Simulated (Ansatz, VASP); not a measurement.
## PbS: VASP beside Ansatz

The input INCAR:

```
SYSTEM = PbS
ALGO     = Normal         ! electronic algorithm
EDIFF    = 1E-6           ! SCF threshold, eV
ENCUT    = 500            ! plane-wave cutoff, eV
GGA      = PE             ! functional
GGA_COMPAT= .False.      
ISIF     = 2              ! what is computed and relaxed
ISMEAR   = -5             ! smearing method
ISPIN    = 2              ! spin polarisation
LASPH    = .True.         ! aspherical terms in the spheres
LCHARG   = .False.        ! write CHGCAR
LDAU     = .True.         ! DFT+U
LDAUJ    = 0 0          
LDAUL    = -1 1           ! shell
LDAUPRINT= 1            
LDAUTYPE = 2            
LDAUU    = 0 4.2          ! U, eV
LORBIT   = 11             ! projections on sites
LREAL    = .False.        ! projectors in reciprocal space
LWAVE    = .False.        ! write WAVECAR
MAGMOM   = 0 0            ! initial moments
NBANDS   = 21             ! bands
NELM     = 200            ! most SCF steps
PREC     = Accurate       ! precision mode
SIGMA    = 0.1            ! smearing width, eV
```

The input KPOINTS:

```
k-points
0
Gamma
  2 2 2
  0 0 0
```

File POSCAR:

```
PbS
1.0
    3.6536590000      0.0000000000      0.0000000000
    0.0000000000      3.6536590000      0.0000000000
    0.0000000000      0.0000000000      3.6536590000
Pb S
1 1
Direct
    0.0000000000      0.0000000000      0.0000000000
    0.5000000000      0.5000000000      0.5000000000
```

Input for Ansatz:

```yaml
crystal:
  lattice:
    - [3.653659, 0.0, 0.0]
    - [0.0, 3.653659, 0.0]
    - [0.0, 0.0, 3.653659]
  atoms:
    - { symbol: Pb, position: [0.0, 0.0, 0.0] }
    - { symbol: S, position: [0.5, 0.5, 0.5] }
basis:
  ecutwfc: 420
kpoints:
  mp_grid: { grid: [2, 2, 2] }
hamiltonian:
  xc: pbe
  hubbard: { sites: [{ species: S, l: p, u_eff: 4.2 }] }
scf:
  occupations: { method: tetrahedron }
  mixing: { ndim: 4 }
  initial_density: { chi_scale: 0, normalization: atom }
  max_iter: 66
output:
  forces: true
  stress: true
  eigenvalues: true
magnetization:
  spin_polarized: true
  initial_magnetization: 6.0
```

Alike in both runs: task single point; functional PBE; k mesh 2 × 2 × 2; occupations tetrahedron; collinear spin; Hubbard terms S p U = 4.2 eV.

```csv
,VASP,Ansatz
version,VASP 6.6.1,Ansatz 0.2.0
potentials or method,"VASP PAW PBE potentials, release 64 (Pb_d, S), cutoff 500 eV","scalar-relativistic, plane waves, PAW"
valence electrons in the cell,20,20
```

Ansatz gave:

| Quantity | Value |
| --- | --- |
| gap on the k mesh at the Fermi level (eV) | none |
| pressure (GPa) | 7.4 |
| net moment per atom (μB) | 0.00 |
| size of the moment on the site where the two differ most (μB) | 0.00 |

Problem. Estimate VASP's values.

Solution. gap on the k mesh at the Fermi level (eV): none; pressure (GPa): 6.1; net moment per atom (μB): 0.01; size of the moment on the site where the two differ most (μB): 0.20.

Site moments also hang on the region over which each program counts them. The programs project onto different local orbitals, so the same U acts differently, and such runs can settle in different states. A gap of «none» marks a metal or a gap that the smearing closes. Ansatz's warnings: band table not solved further, filled band counts differ across k points, seeded moment not kept, stability check not made, tetrahedron derivatives may miss energy slope.

The k mesh is coarse, so the values compare programs but aren't converged. Spin-orbit coupling is off throughout.
